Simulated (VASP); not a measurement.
Set up this calculation in VASP 6.6.1, as the native input.

- Task: single point
- Functional: PBE
- Potentials or basis: VASP PAW PBE potentials, release 64 (Ag, Cl)
- Cutoff: 520 eV
- k mesh: 8 × 8 × 8
- Occupations: gaussian, width 0.1 eV
- Spin: no spin polarisation
- Dipole correction: no
- Further INCAR settings: ALGO = Normal; EDIFF = 1e-06; NBANDS = 16

The structure of AgCl lies in POSCAR:

```
AgCl
1.0
   -2.2333800423      2.2333800423      2.7493374078
    2.2333800423     -2.2333800423      2.7493374078
    2.2333800423      2.2333800423     -2.7493374078
Ag Cl
1 1
Direct
    0.0000000000      0.0000000000      0.0000000000
    0.2500000000      0.7500000000      0.5000000000
```

The input as run:

INCAR

```
SYSTEM = AgCl
PREC = Accurate
ENCUT = 520
EDIFF = 1E-6
ISMEAR = 0
SIGMA = 0.1
LREAL = .False.
LASPH = .True.
NELM = 80
ALGO = Normal
ISIF = 2
LWAVE = .False.
LCHARG = .True.
GGA = PE
LELF = .True.
LVHAR = .True.
NBANDS = 16
```

KPOINTS

```
regular mesh
0
Gamma
  8 8 8
  0 0 0
```

Potentials or basis: VASP PAW PBE potentials, release 64 (Ag, Cl).

Launch:

```bash
$ cat potpaw_PBE.64/Ag/POTCAR potpaw_PBE.64/Cl/POTCAR > POTCAR
$ mpirun -np 1 vasp_std > vasp.out
```

It gave:

| Item | Value |
| --- | --- |
| Pressure | 0.0 GPa |
| Band gap on the k mesh | 1.22 eV, direct |

Run time: 52 s on 1 thread of Intel(R) Xeon(R) Platinum 8259CL CPU @ 2.50GHz (Skylake/Cascade Lake) (shared host), peak memory 0.2 GiB.
